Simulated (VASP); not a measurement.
Wanted: the native input for a VASP 6.6.1 run.

* Task: single point
* Functional: r2SCAN
* Potentials or basis: VASP PAW PBE potentials, release 64 (Cd, W_sv, O)
* Cutoff: 520 eV
* k mesh: 6 × 6 × 6
* Occupations: gaussian, width 0.0336 eV
* Spin: no spin polarisation
* Dipole correction: no
* Further INCAR settings: ALGO = Normal; EDIFF = 1e-07; NBANDS = 55

The system is CdWO3.

```xyz
10
Lattice="2.3841 -1.7577 -4.3803 0.0000 2.9621 -4.3803 3.4797 1.7577 4.3803" Properties=species:S:1:pos:R:3 pbc="T T T"
Cd    0.9059    0.4576   -2.8822
Cd    4.9580    2.5045   -1.4981
W     2.0004    1.0105    0.6833
W     3.8634    1.9516   -5.0636
O     3.9668    3.2775   -3.2414
O     3.2993    2.4960   -0.1314
O     4.9920    0.4186   -2.0149
O     1.8970   -0.3154   -1.1389
O     2.5646    0.4661   -4.2489
O     0.8719    2.5435   -2.3654
```

These files were run (other wordings do the same):

POSCAR

```
CdWO3
1.0
    2.3841470000     -1.7577480000     -4.3802890000
    0.0000000000      2.9620630000     -4.3802890000
    3.4797480000      1.7577480000      4.3802890000
Cd W O
2 2 6
Direct
    0.3420000000      0.3420000000      0.0260000000
    0.6580000000      0.6580000000      0.9740000000
    0.1560000000      0.1560000000      0.4680000000
    0.8440000000      0.8440000000      0.5320000000
    0.5400000000      0.9700000000      0.7700000000
    0.2600000000      0.5400000000      0.7700000000
    0.9700000000      0.2600000000      0.7700000000
    0.4600000000      0.0300000000      0.2300000000
    0.7400000000      0.4600000000      0.2300000000
    0.0300000000      0.7400000000      0.2300000000
```

INCAR.step1

```
ALGO = Normal
EDIFF = 1E-4
ENCUT = 520
GGA = PE
ISMEAR = 0
LASPH = T
LCHARG = F
LREAL = F
LWAVE = T
NBANDS = 55
NELM = 60
PREC = Accurate
SIGMA = 0.0336
```

INCAR.step2

```
ALGO = Normal
EDIFF = 1E-7
ENCUT = 520
ISIF = 2
ISMEAR = 0
ISTART = 1
LASPH = T
LCHARG = T
LELF = T
LMIXTAU = T
LREAL = F
LVHAR = T
LWAVE = F
METAGGA = R2SCAN
NBANDS = 55
NELM = 60
PREC = Accurate
SIGMA = 0.0336
```

KPOINTS

```
k-points
0
Gamma
  6 6 6
```

Potentials or basis: VASP PAW PBE potentials, release 64 (Cd, W_sv, O).

The run is started by

```console
$ cat potpaw_PBE.64/Cd/POTCAR potpaw_PBE.64/W_sv/POTCAR potpaw_PBE.64/O/POTCAR > POTCAR
$ cp INCAR.step1 INCAR
$ mpirun -np 1 vasp_std > vasp.out
$ cp INCAR.step2 INCAR
$ mpirun -np 1 vasp_std > vasp.out
```

Results of the run:

```yaml
Pressure: 12.6 GPa
Largest_force: 7.841 eV/Å
Band_gap_on_the_k_mesh: zero (bands 44 and 45 overlap by 0.59 eV)
```

Caveat: the stress differs along the axes, from 8 to 20 GPa; the PAW data sets were made with another functional, which shifts forces and pressure a little; spin-orbit coupling is left out, which moves the levels of the heavy elements.

It took 51 min on 1 thread of Intel Xeon 8259CL (shared host), peak memory 0.4 GiB.
